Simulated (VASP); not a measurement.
# Hf2Si3 in VASP: a series of runs, part 2 of 3

VASP 6.6.1.

### 5 Relaxation of cell and atoms, PBE

This run uses another cell than the first one, of 20.03 Å³/atom.

Contents of INCAR:

```
SYSTEM = Hf2Si3
PREC = Accurate ; ENCUT = 600
EDIFF = 1E-6 ; ISMEAR = 0
SIGMA = 0.1 ; LREAL = .FALSE.
LASPH = .TRUE. ; NELM = 80
ALGO = Normal ; ISIF = 3
LWAVE = .FALSE. ; LCHARG = .FALSE.
GGA = PE ; IBRION = 2
NSW = 90 ; EDIFFG = -0.04
```

Contents of KPOINTS:

```
Automatic mesh
0
G
  6 6 4
  0 0 0
```

Contents of POSCAR:

```
Hf2Si3
1.0
    4.1788278700      0.0000000000      0.0000000000
   -2.0894139400      3.6189710900      0.0000000000
    0.0000000000      0.0000000000      6.6209870000
Hf Si
2 3
Direct
    0.3333333300      0.6666666700      0.7718739500
    0.6666666700      0.3333333300      0.2281260500
    0.0000000000      0.0000000000      0.0000000000
    0.3333333300      0.6666666700      0.3666155300
    0.6666666700      0.3333333300      0.6333844700
```

On the command line:

```sh
> cat potpaw_PBE.64/Hf_pv/POTCAR potpaw_PBE.64/Si/POTCAR > POTCAR
> mpirun -np 1 vasp_std > vasp.out
```

It took 9.9 min on 1 thread of Intel Xeon Platinum 8488C (Sapphire Rapids), shared host; peak memory 0.29 GiB.

The run converged. Its results:

```yaml
Free_energy: -38.7232 eV
Relaxed_volume: 18.34 Å³/atom
Relaxed_cell: a = 3.728 Å, b = 3.728 Å, c = 7.622 Å, α = 90.00°, β = 90.00°, γ = 120.00°
Space_group_after_relaxing_to_0.1_Å: P-3m1 (No. 164)
Energy_gained_by_relaxing: 643.5 meV/atom
Ionic_steps: 20
Pressure_after_relaxing: 0.0 GPa
Largest_force_after_relaxing: 0.005 eV/Å
Band_gap_on_the_k_mesh: zero (bands 16 and 17 overlap by 0.60 eV)
```

Forces on the atoms (eV/Å):
```
Hf   0.000  0.000 -0.002
Hf   0.000  0.000  0.002
Si   0.000  0.000  0.000
Si   0.000  0.000  0.005
Si   0.000  0.000 -0.005
```

Stress tensor (GPa, compression positive):
```
 0.03  0.00  0.00
 0.00  0.03  0.00
 0.00  0.00 -0.10
```

The path:
| step | energy change (eV) | largest force (eV/Å) | pressure (GPa) | volume (Å³) |
| --- | --- | --- | --- | --- |
| 1 | 0.0000 | 2.6391 | 1.38 | 100.13 |
| 2 | -0.7833 | 1.8089 | -3.90 | 102.63 |
| 3 | -0.9512 | 2.1463 | -10.09 | 110.09 |
| 4 | -1.3673 | 1.7535 | -9.72 | 106.67 |
| 5 | -1.6504 | 1.7692 | -7.59 | 103.54 |
| 6 | -1.7651 | 2.1612 | -4.75 | 100.71 |
| 7 | -2.0162 | 2.0479 | -3.33 | 98.49 |
| 8 | -2.5785 | 1.5741 | 2.53 | 92.02 |
| 9 | -2.0323 | 1.8731 | 25.52 | 79.90 |
| 10 | -2.6956 | 1.3205 | 6.78 | 88.78 |
| 11 | -2.9505 | 0.8370 | 3.89 | 90.13 |
| 12 | -3.1253 | 0.8384 | -1.27 | 93.30 |
| 13 | -3.1360 | 0.6992 | -0.56 | 92.76 |
| 14 | -3.1912 | 0.3630 | -0.83 | 92.64 |
| 15 | -3.2115 | 0.2127 | -0.94 | 92.49 |
| 16 | -3.2115 | 0.2142 | -0.94 | 92.48 |
| 17 | -3.2157 | 0.1538 | 0.08 | 91.70 |
| 18 | -3.2159 | 0.1393 | 0.32 | 91.53 |
| 19 | -3.2171 | 0.0624 | 0.14 | 91.62 |
| 20 | -3.2173 | 0.0047 | -0.02 | 91.71 |

Final structure:
```
Hf Si
1.0
     3.72751    0.00000    0.00000
    -1.86376    3.22812    0.00000
     0.00000    0.00000    7.62170
Hf Si
2 3
Direct
  0.33333 0.66667 0.80391
  0.66667 0.33333 0.19609
  0.00000 0.00000 0.00000
  0.33333 0.66667 0.42798
  0.66667 0.33333 0.57202
```

Levels at points of the mesh, in eV from the Fermi level:
```
           k point  band 12  band 13  band 14  band 15  band 16  band 17  band 18  band 19  band 20
(0.00, 0.00, 0.00)    -1.87    -1.87    -1.78    -1.78     0.28     0.28     0.71     1.44     1.44
(0.50, 0.00, 0.00)    -3.35    -3.17    -2.69    -1.95    -1.18     0.63     1.23     1.73     2.72
(0.00, 0.00, 0.50)    -2.38    -0.91    -0.38    -0.38    -0.33    -0.33     0.62     0.62     1.72
(0.50, 0.00, 0.50)    -3.17    -3.13    -2.23    -2.15    -1.81     0.02     2.03     2.40     3.24
```

Caveat: a cell axis changed by over 15 % at a fixed basis, so the end point is rough; spin-orbit coupling is left out, which moves the levels of the heavy elements.

### 6 Single point, PBE

This run uses another cell than the first one: it holds 10 atoms, not 5.

Contents of INCAR:

```
SYSTEM = Hf2Si3
PREC     = Accurate       ! precision mode
ENCUT    = 520            ! plane-wave cutoff, eV
EDIFF    = 1E-7           ! SCF threshold, eV
ISMEAR   = 0              ! smearing method
SIGMA    = 0.2            ! smearing width, eV
LREAL    = .FALSE.        ! projectors in reciprocal space
LASPH    = .TRUE.         ! aspherical terms in the spheres
NELM     = 80             ! most SCF steps
ALGO     = Normal         ! electronic algorithm
ISIF     = 2              ! what is computed and relaxed
LWAVE    = .FALSE.        ! write WAVECAR
LCHARG   = .FALSE.        ! write CHGCAR
GGA      = PE             ! functional
NBANDS   = 43             ! bands
```

Contents of KPOINTS:

```
Automatic mesh
0
G
  6 4 4
  0 0 0
```

Contents of POSCAR:

```
Hf2Si3
1.0
    3.7309464464      0.0000000000      0.0000000000
    0.0000000000      6.4621888055      0.0000000000
    0.0000000000      0.0000000000      7.6132521093
Hf Si
4 6
Direct
    0.0000000000      0.3333333333      0.8041780214
    0.5000000000      0.8333333333      0.8041780214
    0.5000000000      0.1666666667      0.1958219786
    1.0000000000      0.6666666667      0.1958219786
    0.5000000000      0.5000000000      0.0000000000
    0.0000000000      0.0000000000      0.0000000000
    0.0000000000      0.3333333333      0.4280926879
    0.5000000000      0.8333333333      0.4280926879
    0.5000000000      0.1666666667      0.5719073121
    1.0000000000      0.6666666667      0.5719073121
```

Potentials or basis: VASP PAW PBE potentials, release 64 (Hf_pv, Si).

On the command line:

```sh
> cat potpaw_PBE.64/Hf_pv/POTCAR potpaw_PBE.64/Si/POTCAR > POTCAR
> mpirun -np 1 vasp_std > vasp.out
```

OUTCAR:

```text
SYSTEM = Hf2Si3
   PREC = Accurate
   ENCUT = 520
   EDIFF = 1E-7
   ISMEAR = 0
   LREAL = .FALSE.
   LASPH = .TRUE.
   NELM = 80
   ISIF = 2
   GGA = PE

 ion  position               nearest neighbor table
   1  0.000  0.333  0.804-   6 2.62   5 2.62   5 2.62   9 2.79   9 2.79  10 2.79   7 2.86   3 3.68
                             3 3.68   4 3.68   2 3.73   2 3.73   2 3.73   2 3.73
   2  0.500  0.833  0.804-   5 2.62   6 2.62   6 2.62  10 2.79  10 2.79   9 2.79   8 2.86   4 3.68
                             4 3.68   3 3.68   1 3.73   1 3.73   1 3.73   1 3.73
   3  0.500  0.167  0.196-   5 2.62   6 2.62   6 2.62   7 2.79   7 2.79   8 2.79   9 2.86   1 3.68
                             1 3.68   2 3.68   4 3.73   4 3.73   4 3.73   4 3.73
   4  0.000  0.667  0.196-   6 2.62   5 2.62   5 2.62   8 2.79   8 2.79   7 2.79  10 2.86   2 3.68
                             2 3.68   1 3.68   3 3.73   3 3.73   3 3.73   3 3.73
   5  0.500  0.500  0.000-   2 2.62   3 2.62   1 2.62   4 2.62   1 2.62   4 2.62
   6  0.000  0.000  0.000-   1 2.62   4 2.62   3 2.62   2 2.62   2 2.62   3 2.62
   7  0.000  0.333  0.428-   9 2.42   9 2.42  10 2.42   3 2.79   3 2.79   4 2.79   1 2.86
   8  0.500  0.833  0.428-  10 2.42  10 2.42   9 2.42   4 2.79   4 2.79   3 2.79   2 2.86
   9  0.500  0.167  0.572-   7 2.42   7 2.42   8 2.42   1 2.79   1 2.79   2 2.79   3 2.86
  10  0.000  0.667  0.572-   8 2.42   8 2.42   7 2.42   2 2.79   2 2.79   1 2.79   4 2.86

  LATTYP: Found a simple orthorhombic cell.
 ALAT       =     3.7309464464
 B/A-ratio  =     1.7320508076
 C/A-ratio  =     2.0405685846

  Lattice vectors:

 A1 = (   3.7309464464,   0.0000000000,   0.0000000000)
 A2 = (   0.0000000000,   6.4621888055,   0.0000000000)
 A3 = (   0.0000000000,   0.0000000000,   7.6132521093)

Analysis of symmetry for initial positions (statically):
=====================================================================
 Subroutine PRICEL returns following result:

  LATTYP: Found a hexagonal cell.
 ALAT       =     3.7309464464
 C/A-ratio  =     2.0405685846

  Lattice vectors:
[... 172 lines left out ...]
   AEXX    =    0.0000 exact exchange contribution
   IVDW    =     0    specifies the selected vdW correction
   LEPSILON=     F    determine dielectric tensor
   LRPA    =     F    only Hartree local field effects (RPA)
 non-spin polarized calculation
 Gauss-broadening in eV      SIGMA  =   0.20
  energy-cutoff  :      520.00
  volume of cell :      183.56
 maximum number of plane-waves:      5016
   NGX = 13   NGY = 25   NGZ = 29

 number of electron      64.0000001 magnetization

 Free energy of the ion-electron system (eV)
  ---------------------------------------------------
  ext. energy  EPLUGINS =         0.00000000
  ---------------------------------------------------
  free energy    TOTEN  =       -77.46377875 eV

  energy without entropy =      -77.43670633  energy(sigma->0) =      -77.45024254

 E-fermi :   6.8733     XC(G=0): -10.9215

 val. band max:        6.7115749208   @ k =   0.1667   0.0000   0.5000
 cond. band min:       6.9002305106   @ k =   0.1667   0.0000   0.0000
 fundamental gap:      0.1886555898
 Fermi energy:         6.8732894773

 k-point     1 :       0.0000    0.0000    0.0000
  band No.  band energies     occupation
      1     -24.0586      2.00000
      2     -24.0396      2.00000
      3     -24.0343      2.00000
      4     -23.9644      2.00000
      5     -23.9541      2.00000
      6     -23.9322      2.00000
[... 1093 lines left out ...]
     42      10.2402      0.00000
     43      10.3976      0.00000

 [... further k-points ...]

------------------------ aborting loop because EDIFF is reached ----------------------------------------

  FORCE on cell =-STRESS in cart. coord.  units (eV):
  Direction    XX          YY          ZZ          XY          YZ          ZX
  --------------------------------------------------------------------------------------
  -------------------------------------------------------------------------------------
  Total       -0.1235915     -0.0548712      0.0167361      0.0000000     -0.0399262      0.0000000
  in kB       -1.0787735     -0.4789456      0.1460820      0.0000000     -0.3484975      0.0000000
  external PRESSURE =      -0.4705457 kB  Pullay stress =       0.0000000 kB

 VOLUME and BASIS-vectors are now :
 -----------------------------------------------------------------------------
  energy-cutoff  :      520.00
  volume of cell :      183.56
      direct lattice vectors                 reciprocal lattice vectors
     3.730946446  0.000000000  0.000000000     0.268028505  0.000000000  0.000000000
     0.000000000  6.462188806  0.000000000     0.000000000  0.154746330  0.000000000
     0.000000000  0.000000000  7.613252109     0.000000000  0.000000000  0.131349913

 POSITION                                       TOTAL-FORCE (eV/Angst)
 -----------------------------------------------------------------------------------
      0.00000      2.15406      6.12241        -0.000000     -0.026292     -0.004968
      1.86547      5.38516      6.12241         0.000000     -0.026292     -0.004968
      1.86547      1.07703      1.49084         0.000000      0.026292      0.004968
      0.00000      4.30813      1.49084         0.000000      0.026292      0.004968
      1.86547      3.23109      0.00000        -0.000000      0.000000      0.000000
      0.00000      0.00000      0.00000        -0.000000      0.000000      0.000000
      0.00000      2.15406      3.25918        -0.000000     -0.031144      0.012876
      1.86547      5.38516      3.25918         0.000000     -0.031144      0.012876
      1.86547      1.07703      4.35407        -0.000000      0.031144     -0.012876
      0.00000      4.30813      4.35407        -0.000000      0.031144     -0.012876
 -----------------------------------------------------------------------------------
    total drift:                                0.000000      0.000000      0.000000

  FREE ENERGIE OF THE ION-ELECTRON SYSTEM (eV)
  ---------------------------------------------------
  free  energy   TOTEN  =       -77.4637787531 eV

  energy  without entropy=      -77.4367063269  energy(sigma->0) =      -77.45024254
```

OSZICAR:

```text
N       E                     dE             d eps       ncg     rms          rms(c)
DAV:   1     0.242661825826E+03    0.24266E+03   -0.31158E+04  3448   0.134E+03
DAV:   2    -0.648983615494E+02   -0.30756E+03   -0.29186E+03  4139   0.308E+02
DAV:   3    -0.810717413800E+02   -0.16173E+02   -0.15751E+02  4474   0.490E+01
DAV:   4    -0.814100163318E+02   -0.33827E+00   -0.33644E+00  4368   0.791E+00
DAV:   5    -0.814183796777E+02   -0.83633E-02   -0.83516E-02  4447   0.110E+00    0.884E+01
DAV:   6    -0.777405734937E+02    0.36778E+01   -0.96030E+00  3900   0.979E+00    0.542E+01
DAV:   7    -0.776634381944E+02    0.77135E-01   -0.50473E+00  4248   0.744E+00    0.887E+00
DAV:   8    -0.774621617107E+02    0.20128E+00   -0.12249E+00  4003   0.338E+00    0.174E+00
DAV:   9    -0.774637557823E+02   -0.15941E-02   -0.52035E-02  4280   0.906E-01    0.456E-01
DAV:  10    -0.774637609809E+02   -0.51985E-05   -0.14374E-03  4370   0.156E-01    0.283E-01
DAV:  11    -0.774637804423E+02   -0.19461E-04   -0.16716E-04  4352   0.479E-02    0.439E-02
DAV:  12    -0.774637787312E+02    0.17112E-05   -0.13953E-05  4397   0.130E-02    0.166E-02
DAV:  13    -0.774637787056E+02    0.25520E-07   -0.32860E-06  4312   0.726E-03    0.342E-03
DAV:  14    -0.774637787531E+02   -0.47493E-07   -0.19153E-07  3282   0.178E-03
   1 F= -.77463779E+02 E0= -.77450243E+02  d E =-.270724E-01
```

It took 5.1 min on 1 thread of Intel Xeon Platinum 8488C (Sapphire Rapids), shared host; peak memory 0.4 GiB.

Results:

| Property | Result |
| --- | --- |
| Free energy | -77.4638 eV |
| Pressure | 0.0 GPa |
| Largest force | 0.034 eV/Å |
| Band gap on the k mesh | zero (bands 32 and 33 overlap by 0.60 eV) |

Forces on the atoms (eV/Å):
```
Hf   0.000 -0.026 -0.005
Hf   0.000 -0.026 -0.005
Hf   0.000  0.026  0.005
Hf   0.000  0.026  0.005
Si   0.000  0.000  0.000
Si   0.000  0.000  0.000
Si   0.000 -0.031  0.013
Si   0.000 -0.031  0.013
Si   0.000  0.031 -0.013
Si   0.000  0.031 -0.013
```

Caveat: spin-orbit coupling is left out, which moves the levels of the heavy elements.

(Continued in part 3 of 3.)
